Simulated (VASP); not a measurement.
Wanted: the native input for a VASP 6.6.1 run.

```
Task                   : single point
Functional             : PBEsol
Potentials or basis    : VASP PAW PBE potentials, release 64 (Pt)
Cutoff                 : 520 eV
k mesh                 : 22 × 22 × 22
Occupations            : gaussian, width 0.15 eV
Spin                   : no spin polarisation
Dipole correction      : no
Further INCAR settings : ALGO = Fast; EDIFF = 1e-06; NBANDS = 11
```

The structure of Pt lies in POSCAR:

```
Pt
1.0
   -1.5921411000      1.5842200000      1.5842200000
    1.5921411000     -1.5842200000      1.5842200000
    1.5921411000      1.5842200000     -1.5842200000
Pt
1
Direct
    0.0000000000      0.0000000000      0.0000000000
```

This isn't the form of Pt at room conditions, which is fcc.

This cell differs from its parent crystal: strain +0.0050 x Voigt [1, 0, 0, 0, 0, 0].

One way to write it, as run:

INCAR

```
  ALGO = Fast
  EDIFF = 1E-6
  ENCUT = 520
  GGA = PS
  ISIF = 2
  ISMEAR = 0
  LASPH = T
  LCHARG = T
  LELF = T
  LREAL = F
  LVHAR = T
  LWAVE = F
  NBANDS = 11
  NELM = 100
  PREC = Accurate
  SIGMA = 0.15
```

KPOINTS

```
k-points
0
Gamma
  22 22 22
```

Potentials or basis: VASP PAW PBE potentials, release 64 (Pt).

The run is started by

```sh
$ cat potpaw_PBE.64/Pt/POTCAR > POTCAR
$ mpirun -np 1 vasp_std > vasp.out
```

Results of the run:

* Pressure: -12.3 GPa
* Band gap on the k mesh: zero (bands 5 and 6 overlap by 2.08 eV)

Caveat: the cell differs from its parent crystal (strain +0.0050 x Voigt [1, 0, 0, 0, 0, 0]); the cell stands under tension; the PAW data sets were made with another functional, which shifts forces and pressure a little; spin-orbit coupling is left out, which moves the levels of the heavy elements.

It took 54 s on 1 thread of Intel(R) Xeon(R) Platinum 8559C (Emerald Rapids) (shared host), peak memory 0.25 GiB.
